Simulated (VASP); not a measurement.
Sn2AuO2, 5 atoms in the cell. The cell holds a slab with vacuum, 5 atoms: a = 3.820 Å, b = 3.820 Å, c = 19.363 Å, α = 90.00°, β = 90.00°, γ = 90.00°. 

| Property | Result |
| --- | --- |
| Program | VASP 6.6.1 |
| Task | single point |
| Functional | PBE |
| Dispersion | D3(BJ) |
| Potentials or basis | VASP PAW PBE potentials, release 64 (Sn_d, O, Au) |
| Cutoff | 520 eV |
| k mesh | 7 × 7 × 1 |
| Occupations | gaussian, width 0.05 eV |
| Spin | collinear spin |
| Starting moments | [0.0, 0.0, 0.0, 0.0, 1.0] μB |
| Dipole correction | yes |
| Further INCAR settings | ALGO = Normal; EDIFF = 1e-06; NBANDS = 38 |

Potentials or basis: VASP PAW PBE potentials, release 64 (Sn_d, O, Au).

The run is started by

```console
$ cat potpaw_PBE.64/Sn_d/POTCAR potpaw_PBE.64/O/POTCAR potpaw_PBE.64/Au/POTCAR > POTCAR
$ mpirun -np 1 vasp_std > vasp.out
```

Hardware: 1 thread of Intel Xeon 8259CL, on a shared host.

Q: Estimate the wall time of this run.

A: Wall time 13 min on 1 thread of Intel Xeon 8259CL, on a shared host, peak memory 0.53 GiB. Counts: scf iterations 27, k points 10.
